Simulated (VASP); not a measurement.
# AlBiP2S7 (C2) in VASP: single point with r2SCAN

Aim: the single point of AlBiP2S7 with r2SCAN.

Everything below comes from runs of VASP 6.6.1. Logs are shortened: lines on timing, memory, paths and dates and some standing lists are left out, and cuts for length are marked.

**1. The cell of the first run**

It takes space group C2 (No. 5, monoclinic). Conventional cell: a = 8.453 Å, b = 9.398 Å, c = 6.646 Å, α = 90.00°, β = 97.57°, γ = 90.00°. Within 4.6 Å of Bi (site symmetry 2) lie 14 S at 3.47 to 4.55 Å and 6 P at 4.15 to 4.58 Å. Within 3.1 Å of Al (site symmetry 2) lie 6 S at 2.38 to 2.40 Å and 2 P at 3.01 Å. Within 2.6 Å of P (site symmetry 1) lie 4 S at 1.98 to 2.10 Å. S (site symmetry 1) has 1 P at 1.99 Å and 1 Al at 2.38 Å within 2.6 Å. Within 2.6 Å of S (site symmetry 1) lie 1 P at 1.99 Å and 1 Al at 2.40 Å. S (site symmetry 1) has 1 P at 1.98 Å and 1 Al at 2.39 Å within 2.6 Å. S (site symmetry 2) has 2 P at 2.10 Å within 2.8 Å.

**2. Single point, r2SCAN**

Input file POSCAR:

```
AlBiP2S7
1.0
    4.2267100000      4.6989650000      0.0000000000
    4.2267100000     -4.6989650000      0.0000000000
    0.8757030000      0.0000000000     -6.5876770000
Bi Al P S
1 1 2 7
Direct
    0.8971600000      0.1028400000      0.0000000000
    0.4883700000      0.5116300000      0.5000000000
    0.9400700000      0.6611300000      0.5753000000
    0.3388700000      0.0599300000      0.4247000000
    0.6758700000      0.6428900000      0.7663000000
    0.3571100000      0.3241300000      0.2337000000
    0.8438700000      0.5239300000      0.3352000000
    0.4760700000      0.1561300000      0.6648000000
    0.1743800000      0.5494200000      0.7166000000
    0.4505800000      0.8256200000      0.2834000000
    0.0073000000      0.9927000000      0.5000000000
```

Input file INCAR.step1:

```
SYSTEM = AlBiP2S7
PREC     = Accurate       ! precision mode
ENCUT    = 520            ! plane-wave cutoff, eV
ISMEAR   = -1             ! smearing method
SIGMA    = 0.1            ! smearing width, eV
LREAL    = .FALSE.        ! projectors in reciprocal space
LASPH    = .TRUE.         ! aspherical terms in the spheres
NELM     = 60             ! most SCF steps
NBANDS   = 46             ! bands
GGA      = PE             ! functional
ALGO     = Normal         ! electronic algorithm
EDIFF    = 1E-4           ! SCF threshold, eV
LWAVE    = .TRUE.         ! write WAVECAR
LCHARG   = .FALSE.        ! write CHGCAR
```

Input file INCAR.step2:

```
SYSTEM = AlBiP2S7
PREC     = Accurate       ! precision mode
ENCUT    = 520            ! plane-wave cutoff, eV
EDIFF    = 1E-6           ! SCF threshold, eV
ISMEAR   = -1             ! smearing method
SIGMA    = 0.1            ! smearing width, eV
LREAL    = .FALSE.        ! projectors in reciprocal space
LASPH    = .TRUE.         ! aspherical terms in the spheres
NELM     = 60             ! most SCF steps
ALGO     = Normal         ! electronic algorithm
ISIF     = 2              ! what is computed and relaxed
LWAVE    = .FALSE.        ! write WAVECAR
LCHARG   = .TRUE.         ! write CHGCAR
METAGGA  = R2SCAN         ! meta-GGA
LMIXTAU  = .TRUE.       
LELF     = .TRUE.         ! ELF
LVHAR    = .TRUE.       
NBANDS   = 46             ! bands
ISTART   = 1
```

Input file KPOINTS:

```
regular mesh
0
G
  5 5 5
  0 0 0
```

Potentials or basis: VASP PAW PBE potentials, release 64 (Bi_d, Al, P, S).

Command:

```bash
$ cat potpaw_PBE.64/Bi_d/POTCAR potpaw_PBE.64/Al/POTCAR potpaw_PBE.64/P/POTCAR potpaw_PBE.64/S/POTCAR > POTCAR
$ cp INCAR.step1 INCAR
$ mpirun -np 1 vasp_std > vasp.out
$ cp INCAR.step2 INCAR
$ mpirun -np 1 vasp_std > vasp.out
```

OUTCAR:

```text
SYSTEM = AlBiP2S7
   PREC = Accurate
   ENCUT = 520
   EDIFF = 1E-6
   ISMEAR = -1
   LREAL = .FALSE.
   LASPH = .TRUE.
   NELM = 60
   ISIF = 2
   METAGGA = R2SCAN
   ISTART = 1

 ion  position               nearest neighbor table
   1  0.897  0.103  0.000-
   2  0.488  0.512  0.500-   5 2.38   6 2.38   9 2.39  10 2.39   7 2.40   8 2.40   3 3.01   4 3.01

   3  0.940  0.661  0.575-   9 1.98   7 1.99   5 1.99  11 2.10   2 3.01
   4  0.339  0.060  0.425-  10 1.98   8 1.99   6 1.99  11 2.10   2 3.01
   5  0.676  0.643  0.766-   3 1.99   2 2.38
   6  0.357  0.324  0.234-   4 1.99   2 2.38
   7  0.844  0.524  0.335-   3 1.99   2 2.40
   8  0.476  0.156  0.665-   4 1.99   2 2.40
   9  0.174  0.549  0.717-   3 1.98   2 2.39
  10  0.451  0.826  0.283-   4 1.98   2 2.39
  11  0.007  0.993  0.500-   3 2.10   4 2.10

  LATTYP: Found a base centered monoclinic cell.
 ALAT       =     8.4534200000
 B/A-ratio  =     1.1117311100
 C/A-ratio  =     0.7861464271
 COS(beta)  =    -0.1317713349

  Lattice vectors:

 A1 = (  -4.2267100000,  -4.6989650000,   0.0000000000)
 A2 = (  -4.2267100000,   4.6989650000,   0.0000000000)
 A3 = (   0.8757030000,   0.0000000000,  -6.5876770000)

Analysis of symmetry for initial positions (statically):
=====================================================================
 Subroutine PRICEL returns:
 Original cell was already a primitive cell.

 Routine SETGRP: Setting up the symmetry group for a
 base centered monoclinic supercell.

 Subroutine GETGRP returns: Found  2 space group operations
 (whereof  2 operations were pure point group operations)
 out of a pool of  4 trial point group operations.

The static configuration has the point symmetry C_2 .

Analysis of symmetry for dynamics (positions and initial velocities):
=====================================================================
 Subroutine PRICEL returns:
 Original cell was already a primitive cell.

 Routine SETGRP: Setting up the symmetry group for a
 base centered monoclinic supercell.

 Subroutine GETGRP returns: Found  2 space group operations
 (whereof  2 operations were pure point group operations)
 out of a pool of  4 trial point group operations.

The dynamic configuration has the point symmetry C_2 .

 Subroutine INISYM returns: Found  2 space group operations
 (whereof  2 operations are pure point group operations),
 and found     1 'primitive' translations

----------------------------------------------------------------------------------------

                                     Primitive cell

  volume of cell :     261.6778

  direct lattice vectors                    reciprocal lattice vectors
     4.226710000  4.698965000  0.000000000     0.118295317  0.106406411  0.015725052
     4.226710000 -4.698965000  0.000000000     0.118295317 -0.106406411  0.015725052
     0.875703000  0.000000000 -6.587677000     0.000000000  0.000000000 -0.151798578

  length of vectors
     6.320233342  6.320233342  6.645625930     0.159885533  0.159885533  0.151798578

  position of ions in fractional coordinates (direct lattice)
     0.897160000  0.102840000  0.000000000
     0.488370000  0.511630000  0.500000000
     0.940070000  0.661130000  0.575300000
     0.338870000  0.059930000  0.424700000
     0.675870000  0.642890000  0.766300000
     0.357110000  0.324130000  0.233700000
     0.843870000  0.523930000  0.335200000
     0.476070000  0.156130000  0.664800000
     0.174380000  0.549420000  0.716600000
     0.450580000  0.825620000  0.283400000
     0.007300000  0.992700000  0.500000000

  ion indices of the primitive-cell ions
   primitive index   ion index
                 1           1
                 2           2
                 3           3
                 4           4
                 5           5
                 6           6
                 7           7
                 8           8
                 9           9
                10          10
                11          11

----------------------------------------------------------------------------------------

 KPOINTS: regular mesh

Automatic generation of k-mesh.
 Grid dimensions read from file:
 generate k-points for:    5    5    5

 Generating k-lattice:

  Cartesian coordinates                     Fractional coordinates (reciprocal lattice)
     0.023659063  0.021281282  0.003145010     0.200000000  0.000000000  0.000000000
     0.023659063 -0.021281282  0.003145010     0.000000000  0.200000000  0.000000000
     0.000000000  0.000000000 -0.030359716     0.000000000  0.000000000  0.200000000

  Length of vectors
     0.031977107  0.031977107  0.030359716

  Shift w.r.t. Gamma in fractional coordinates (k-lattice)
     0.000000000  0.000000000  0.000000000

 Subroutine IBZKPT returns following result:
 ===========================================

 Found     39 irreducible k-points:

 Following reciprocal coordinates:
            Coordinates               Weight
  0.000000  0.000000  0.000000      1.000000
  0.200000 -0.000000  0.000000      4.000000
  0.400000 -0.000000  0.000000      4.000000
  0.200000  0.200000  0.000000      2.000000
  0.400000  0.200000  0.000000      4.000000
 -0.400000  0.200000 -0.000000      4.000000
[... 16 lines left out ...]
 -0.200000 -0.400000  0.200000      4.000000
 -0.200000 -0.200000  0.200000      2.000000
 [... further k-points ...]
   k-points           NKPTS =     39   k-points in BZ     NKDIM =     39   number of bands    NBANDS=     46
   number of dos      NEDOS =    301   number of ions     NIONS =     11
   total plane-waves  NPLWV = 115200
   dimension x,y,z NGX =    48 NGY =   48 NGZ =   50
   dimension x,y,z NGXF=    96 NGYF=   96 NGZF=  100
   ions per type =               1   1   2   7
   NGX,Y,Z   is equivalent  to a cutoff of  12.63, 12.63, 12.51 a.u.
   NGXF,Y,Z  is equivalent  to a cutoff of  25.25, 25.25, 25.02 a.u.
 SYSTEM =  AlBiP2S7
   PREC   = accura    normal or accurate (medium, high low for compatibility)
   ISTART =      1    job   : 0-new  1-cont  2-samecut
   ICHARG =      0    charge: 1-file 2-atom 10-const
   ISPIN  =      1    spin polarized calculation?
   LNONCOLLINEAR =      F non collinear calculations
   LSORBIT =      F    spin-orbit coupling
   LASPH  =      T    aspherical Exc in radial PAW
   ENCUT  =  520.0 eV  38.22 Ry    6.18 a.u.  11.75 11.75 12.36*2*pi/ulx,y,z
   NELM   =     60;   NELMIN=  2; NELMDL=  0     # of ELM steps
   EDIFF  = 0.1E-05   stopping-criterion for ELM
   LREAL  =      F    real-space projection
   EDIFFG = 0.1E-04   stopping-criterion for IOM
   NSW    =      0    number of steps for IOM
   IBRION =     -1    ionic relax: 0-MD 1-quasi-New 2-CG
   NFREE  =      0    steps in history (QN), initial steepest desc. (CG)
   ISIF   =      2    stress and relaxation
   ISYM   =      2    0-nonsym 1-usesym 2-fastsym
   POTIM  = 0.5000    time-step for ionic-motion
   TEBEG  =    0.0;   TEEND  =   0.0 temperature during run
   PSTRESS=    0.0 pullay stress
   NELECT =      70.0000    total number of electrons
   NUPDOWN=      -1.0000    fix difference up-down
   EMIN   =  10.00;   EMAX   =-10.00  energy-range for DOS
   EFERMI =   0.00;   METHOD = LEGACY
   ISMEAR =    -1;   SIGMA  =   0.10  broadening in eV -4-tet -1-fermi 0-gaus
   EFERMI_NEDOS =   21; number of points for ismear=-14 and -15
   IALGO  =     38    algorithm
   IMIX   =      4    mixing-type and parameters
     AMIX     =   0.40;   BMIX     =  1.00
     AMIX_MAG =   1.60;   BMIX_MAG =  1.00
  volume/ion in A,a.u.               =      23.79       160.54
  Fermi-wavevector in a.u.,A,eV,Ry     =   1.054837  1.993352 15.138934  1.112680
  Thomas-Fermi vector in A             =   2.190012
   LORBIT       =      0    0 simple, 1 ext, 2 COOP (PROOUT), +10 PAW based schemes
   METAGGA = R2SCAN    functional components
   LHFCALC =     F    Hartree Fock is set to
   AEXX    =    0.0000 exact exchange contribution
   IVDW    =     0    specifies the selected vdW correction
   LEPSILON=     F    determine dielectric tensor
   LRPA    =     F    only Hartree local field effects (RPA)
 non-spin polarized calculation
  energy-cutoff  :      520.00
  volume of cell :      261.68
 maximum number of plane-waves:      7077
   NGX = 23   NGY = 23   NGZ = 25

 number of electron      69.9999992 magnetization

 Free energy of the ion-electron system (eV)
  ---------------------------------------------------
  ext. energy  EPLUGINS =         0.00000000
  ---------------------------------------------------
  free energy    TOTEN  =      -142.35178805 eV

  energy without entropy =     -142.17269997  energy(sigma->0) =     -142.26224401

 E-fermi :   4.4768     XC(G=0):  -9.3085

 val. band max:        4.4759348543   @ k =   0.2000   0.2000   0.4000
 cond. band min:       4.5164860467   @ k =   0.4000   0.2000   0.4000
 fundamental gap:      0.0405511923
 Fermi energy:         4.4768315057

 k-point     1 :       0.0000    0.0000    0.0000
  band No.  band energies     occupation
      1     -19.9201      2.00000
      2     -19.9136      2.00000
      3     -19.6658      2.00000
      4     -19.5721      2.00000
      5     -19.5103      2.00000
      6     -13.9057      2.00000
[... 38 lines left out ...]
     45       8.6996      0.00000
     46       9.4551      0.00000

 k-point     2 :       0.2000   -0.0000    0.0000
  band No.  band energies     occupation
      1     -19.9201      2.00000
      2     -19.9136      2.00000
      3     -19.6657      2.00000
      4     -19.5721      2.00000
      5     -19.5103      2.00000
      6     -13.8560      2.00000
[... 38 lines left out ...]
     45       8.8822      0.00000
     46       9.3660      0.00000

 k-point     3 :       0.4000   -0.0000    0.0000
  band No.  band energies     occupation
      1     -19.9201      2.00000
      2     -19.9136      2.00000
      3     -19.6657      2.00000
      4     -19.5721      2.00000
      5     -19.5103      2.00000
      6     -13.7567      2.00000
[... 1018 lines left out ...]
     45       9.0220      0.00000
     46       9.5523      0.00000

 k-point    24 :      -0.2000   -0.2000    0.2000
  band No.  band energies     occupation
      1     -19.9201      2.00000
      2     -19.9136      2.00000
      3     -19.6657      2.00000
      4     -19.5721      2.00000
      5     -19.5103      2.00000
      6     -13.7815      2.00000
[... 38 lines left out ...]
     45       8.8669      0.00000
     46       9.3231      0.00000

 [... further k-points ...]
[... 5 lines left out ...]
  --------------------------------------------------------------------------------------
  -------------------------------------------------------------------------------------
  Total        2.4606632      6.3547915      1.0998641      0.0000000      0.0000000     -0.2332708
  in kB       15.0659252     38.9085401      6.7341482      0.0000000      0.0000000     -1.4282492
  external PRESSURE =      20.2362045 kB  Pullay stress =       0.0000000 kB

 VOLUME and BASIS-vectors are now :
 -----------------------------------------------------------------------------
  energy-cutoff  :      520.00
  volume of cell :      261.68
      direct lattice vectors                 reciprocal lattice vectors
     4.226710000  4.698965000  0.000000000     0.118295317  0.106406411  0.015725052
     4.226710000 -4.698965000  0.000000000     0.118295317 -0.106406411  0.015725052
     0.875703000  0.000000000 -6.587677000     0.000000000  0.000000000 -0.151798578

 POSITION                                       TOTAL-FORCE (eV/Angst)
 -----------------------------------------------------------------------------------
      4.22671      3.73248      0.00000         0.000000      0.145158      0.000000
      4.66456     -0.10930     -3.29384         0.000000      0.208081      0.000000
      7.27160      1.31073     -3.78989        -0.476667     -0.208012      0.160186
      2.05752      1.31073     -2.79779         0.476667     -0.208012     -0.160186
      6.24507      0.15497     -5.04814         0.058776     -0.467000     -0.734967
      3.08406      0.15497     -1.53954        -0.058776     -0.467000      0.734967
      6.07483      1.50339     -2.20819        -0.116110      0.369517      0.606397
      3.25429      1.50339     -4.37949         0.116110      0.369517     -0.606397
      3.68682     -1.76230     -4.72073        -0.138905      0.589548     -0.766881
      5.64230     -1.76230     -1.86695         0.138905      0.589548      0.766881
      4.66456     -4.63036     -3.29384         0.000000     -0.921345      0.000000
 -----------------------------------------------------------------------------------
    total drift:                               -0.000000      0.000863      0.000000

  FREE ENERGIE OF THE ION-ELECTRON SYSTEM (eV)
  ---------------------------------------------------
  free  energy   TOTEN  =      -142.3517880481 eV

  energy  without entropy=     -142.1726999729  energy(sigma->0) =     -142.26224401
```

Wall time 23 min (1 thread of Intel Xeon 6975P-C, shared host); peak memory 0.64 GiB.

What came out:

* Free energy: -142.3518 eV
* Pressure: 2.0 GPa
* Largest force: 0.977 eV/Å

Forces on the atoms (eV/Å):
```
Bi   0.000  0.145  0.000
Al   0.000  0.208  0.000
P   -0.477 -0.208  0.160
P    0.477 -0.208 -0.160
S    0.059 -0.467 -0.735
S   -0.059 -0.467  0.735
S   -0.116  0.370  0.606
S    0.116  0.370 -0.606
S   -0.139  0.590 -0.767
S    0.139  0.590  0.767
S    0.000 -0.921  0.000
```

Levels at points of the mesh, in eV from the Fermi level:
| k point | band 32 | band 33 | band 34 | band 35 | band 36 | band 37 | band 38 | band 39 |
| --- | --- | --- | --- | --- | --- | --- | --- | --- |
| (0.00, 0.00, 0.00) | -2.25 | -1.88 | -1.72 | -0.29 | 0.27 | 1.00 | 1.75 | 2.35 |

Caveat: the PAW data sets were made with another functional, which shifts forces and pressure a little; spin-orbit coupling is left out, which moves the levels of the heavy elements.
